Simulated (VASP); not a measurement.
Input of a VASP 6.6.1 run:

Contents of INCAR:

```
ALGO = Normal ; EDIFF = 1E-7
ENCUT = 520 ; GGA = PE
ISIF = 2 ; ISMEAR = 1
LASPH = T ; LCHARG = T
LELF = T ; LREAL = F
LVHAR = T ; LWAVE = F
NBANDS = 70 ; NELM = 60
PREC = Accurate ; SIGMA = 0.069
```

File KPOINTS:

```
k-points
0
Gamma
  8 8 2
```

File POSCAR:

```
Ca2CdClO3
1.0
    3.9122729761      0.0000000000      0.0000000000
   -1.9561364881      3.3881277838      0.0000000000
    0.0000000000      0.0000000000     18.3850244125
Cd Ca Cl O
2 4 2 6
Direct
    0.6666666667      0.3333333333      0.7500000000
    0.3333333333      0.6666666667      0.2500000000
    0.3333333333      0.6666666667      0.6118379098
    0.6666666667      0.3333333333      0.1118379098
    0.3333333333      0.6666666667      0.8881620902
    0.6666666667      0.3333333333      0.3881620902
    0.0000000000      0.0000000000      0.5000000000
    0.0000000000      0.0000000000      0.0000000000
    0.6666666667      0.3333333333      0.6362566651
    0.3333333333      0.6666666667      0.1362566651
    0.6666666667      0.3333333333      0.8637433349
    0.3333333333      0.6666666667      0.3637433349
    0.3333333333      0.6666666667      0.7500000000
    0.6666666667      0.3333333333      0.2500000000
```

Potentials or basis: VASP PAW PBE potentials, release 64 (Cd, Ca_sv, Cl, O).

Run with:

```console
$ cat potpaw_PBE.64/Cd/POTCAR potpaw_PBE.64/Ca_sv/POTCAR potpaw_PBE.64/Cl/POTCAR potpaw_PBE.64/O/POTCAR > POTCAR
$ mpirun -np 1 vasp_std > vasp.out
```

Q: Predict the largest force.

A: 0.154 eV/Å.

Q: What does it give for the band gap on the k mesh?

A: Zero (bands 57 and 58 overlap by 0.79 eV).

Q: Predict the pressure.

A: 0.7 GPa.

Forces on the atoms (eV/Å):
```
Cd   0.000  0.000  0.000
Cd   0.000  0.000  0.000
Ca   0.000  0.000 -0.036
Ca   0.000  0.000 -0.036
Ca   0.000  0.000  0.036
Ca   0.000  0.000  0.036
Cl   0.000  0.000  0.000
Cl   0.000  0.000  0.000
O    0.000  0.000 -0.154
O    0.000  0.000 -0.154
O    0.000  0.000  0.154
O    0.000  0.000  0.154
O    0.000  0.000  0.000
O    0.000  0.000  0.000
```
